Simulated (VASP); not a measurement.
Write the native input for VASP 6.6.1 that does the following.

```
Task                   : single point
Functional             : PBE
Dispersion             : D3(BJ)
Potentials or basis    : VASP PAW PBE potentials, release 64 (Cd, F)
Cutoff                 : 520 eV
k mesh                 : 4 × 4 × 4
Occupations            : gaussian, width 0.05 eV
Spin                   : no spin polarisation
Dipole correction      : no
Further INCAR settings : LREAL = Auto; ALGO = Normal; EDIFF = 1e-06; NBANDS = 115
```

The structure of Cd7F16 (a cell with a defect) lies in POSCAR:

```
Cd7F16
1.0
   -5.4444817456      0.0000000000      5.4444817456
   -5.4444817456     -5.4444817456      0.0000000000
    0.0000000000     -5.4444817456      5.4444817456
Cd F
7 16
Direct
    0.0000000000      0.0000000000      0.5000000000
    0.0000000000      0.5000000000      0.0000000000
    0.0000000000      0.0000000000      0.0000000000
    0.5000000000      0.5000000000      0.5000000000
    0.5000000000      0.0000000000      0.5000000000
    0.5000000000      0.5000000000      0.0000000000
    0.5000000000      0.0000000000      0.0000000000
    0.1338271835      0.1220576055      0.1220576055
    0.1352130166      0.6352130166      0.0943609503
    0.1352130166      0.0943609503      0.6352130166
    0.1352130166      0.6352130166      0.6352130166
    0.6220576055      0.1220576055      0.1220576055
    0.6220576055      0.6338271835      0.1220576055
    0.6220576055      0.1220576055      0.6338271835
    0.5943609503      0.6352130166      0.6352130166
    0.4056390497      0.3647869834      0.3647869834
    0.3779423945      0.8779423945      0.3661728165
    0.3779423945      0.3661728165      0.8779423945
    0.3779423945      0.8779423945      0.8779423945
    0.8647869834      0.3647869834      0.3647869834
    0.8647869834      0.9056390497      0.3647869834
    0.8647869834      0.3647869834      0.9056390497
    0.8661728165      0.8779423945      0.8779423945
```

This cell differs from its parent crystal: atoms taken out, then relaxed in part.

These files were run (other wordings do the same):

INCAR

```
SYSTEM = Cd7F16
  PREC = Accurate
  ENCUT = 520
  EDIFF = 1E-6
  ISMEAR = 0
  SIGMA = 0.05
  LREAL = Auto
  LASPH = .TRUE.
  NELM = 100
  ALGO = Normal
  ISIF = 2
  LWAVE = .FALSE.
  LCHARG = .TRUE.
  GGA = PE
  IVDW = 12
  LELF = .TRUE.
  LVHAR = .TRUE.
  NBANDS = 115
```

KPOINTS

```
Automatic mesh
0
G
  4 4 4
  0 0 0
```

Potentials or basis: VASP PAW PBE potentials, release 64 (Cd, F).

Run with:

```sh
$ cat potpaw_PBE.64/Cd/POTCAR potpaw_PBE.64/F/POTCAR > POTCAR
$ mpirun -np 1 vasp_std > vasp.out
```

It gave:

| Property | Result |
| --- | --- |
| Pressure | 1.1 GPa |
| Largest force | 0.039 eV/Å |
| Band gap on the k mesh | zero (bands 98 and 99 overlap by 0.10 eV) |
| Dispersion energy per atom | -0.140 eV |

Caveat: the cell differs from its parent crystal (atoms taken out, then relaxed in part).

Wall time 7.3 min on 1 thread of Intel(R) Xeon(R) 6975P-C (Granite Rapids) (shared host), peak memory 0.57 GiB.
